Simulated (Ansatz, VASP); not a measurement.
## GaP: VASP beside Ansatz

INCAR

```
ALGO = Normal
EDIFF = 1E-6
ENCUT = 500
GGA = PS
GGA_COMPAT = F
ISIF = 2
ISMEAR = 0
LASPH = T
LCHARG = F
LREAL = F
LWAVE = F
NBANDS = 16
NELM = 120
PREC = Accurate
SIGMA = 0.02
```

File KPOINTS:

```
k-points
0
Gamma
  10 10 10
```

File POSCAR:

```
GaP
1.0
    0.0000000000      2.7192250995      2.7192250995
    2.7192250995      0.0000000000      2.7192250995
    2.7192250995      2.7192250995      0.0000000000
Ga P
1 1
Direct
    0.0000000000      0.0000000000      0.0000000000
    0.2500000000      0.2500000000      0.2500000000
```

Input for Ansatz:

```yaml
crystal:
  lattice:
    - [0.0, 2.7192250995, 2.7192250995]
    - [2.7192250995, 0.0, 2.7192250995]
    - [2.7192250995, 2.7192250995, 0.0]
  atoms:
    - { symbol: Ga, position: [0.0, 0.0, 0.0] }
    - { symbol: P, position: [0.25, 0.25, 0.25] }
basis:
  ecutwfc: 420
kpoints:
  mp_grid: { grid: [10, 10, 10] }
  band_path:
    path:
      - [[0.0, 0.0, 0.0], [-0.5, -0.5, 0.0], [-0.375, -0.375, 0.25]]
      - [[-0.375, 0.0, 0.375], [0.0, 0.0, 0.0], [0.0, 0.0, 0.5], [-0.5, -0.25, 0.25], [-0.5, -0.5, 0.0]]
    npoints: 10
hamiltonian:
  xc: pbesol
scf:
  occupations: { method: gaussian, width: 0.02 }
  n_extra_bands: 7
output:
  forces: true
  stress: true
  eigenvalues: true
```

Alike in both runs: task single point; functional PBEsol; k mesh 10 × 10 × 10; occupations gaussian, width 0.02 eV; no spin polarisation.

|  | VASP | Ansatz |
| --- | --- | --- |
| version | VASP 6.6.1 | Ansatz 0.2.0 |
| potentials or method | VASP PAW PBE potentials, release 64 (Ga_d, P), cutoff 500 eV | scalar-relativistic, plane waves, PAW |
| valence electrons in the cell | 18 | 18 |

VASP gave:

* gap on the k mesh at the Fermi level (eV): 1.47
* least direct gap on the mesh (eV): 1.81
* pressure (GPa): -0.1

Question: What did Ansatz give for the same quantities?

Answer: gap on the k mesh at the Fermi level (eV): 1.47; least direct gap on the mesh (eV): 1.80; pressure (GPa): 0.0.

VASP's potentials were made for PBE, not for PBEsol. The functional is the same, so the differences come from potentials, cutoffs and numerics.
